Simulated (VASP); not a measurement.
Input of a VASP 6.6.1 run:

Contents of INCAR:

```
SYSTEM = ReSbN
ALGO     = Normal         ! electronic algorithm
EDIFF    = 1E-6           ! SCF threshold, eV
ENCUT    = 700            ! plane-wave cutoff, eV
GGA_COMPAT= .FALSE.      
ISIF     = 2              ! what is computed and relaxed
ISMEAR   = -1             ! smearing method
LASPH    = .TRUE.         ! aspherical terms in the spheres
LCHARG   = .FALSE.        ! write CHGCAR
LDAU     = .TRUE.         ! DFT+U
LDAUJ    = 0 0 0        
LDAUL    = 2 -1 -1        ! shell
LDAUPRINT= 1            
LDAUTYPE = 2            
LDAUU    = 2 0 0          ! U, eV
LMAXMIX  = 4              ! l up to which the mixer works
LREAL    = .FALSE.        ! projectors in reciprocal space
LWAVE    = .FALSE.        ! write WAVECAR
NBANDS   = 44             ! bands
NELM     = 200            ! most SCF steps
PREC     = Accurate       ! precision mode
SIGMA    = 0.05           ! smearing width, eV
```

KPOINTS

```
k-points
0
G
  8 8 3
  0 0 0
```

POSCAR

```
ReSbN
1.0
    3.3669138265      0.0000000000      0.0000000000
    0.0000000000      3.3669138265      0.0000000000
    0.0000000000      0.0000000000      8.3829380147
Re Sb N
2 2 2
Direct
    0.0000000000      0.5000000000      0.8720283149
    0.5000000000      0.0000000000      0.1279716851
    0.0000000000      0.5000000000      0.3346139438
    0.5000000000      0.0000000000      0.6653860562
    0.0000000000      0.0000000000      0.0000000000
    0.5000000000      0.5000000000      0.0000000000
```

Potentials or basis: VASP PAW LDA potentials, release 64 (Re_sv_GW, Sb_d_GW, N).

Launch:

```console
$ cat potpaw_LDA.64/Re_sv_GW/POTCAR potpaw_LDA.64/Sb_d_GW/POTCAR potpaw_LDA.64/N/POTCAR > POTCAR
$ mpirun -np 1 vasp_std > vasp.out
```

Q: Estimate the band gap on the k mesh.

A: Zero (bands 35 and 36 overlap by 1.90 eV).

Q: Predict the largest force.

A: 0.216 eV/Å.

Forces in eV/Å, atoms in the order of the input:
```
Re   0.000  0.000 -0.216
Re   0.000  0.000  0.216
Sb   0.000  0.000  0.077
Sb   0.000  0.000 -0.077
N    0.000  0.000  0.000
N    0.000  0.000  0.000
```

Caveat: spin-orbit coupling is left out, which moves the levels of the heavy elements; U without spin polarisation on a metal has little footing.
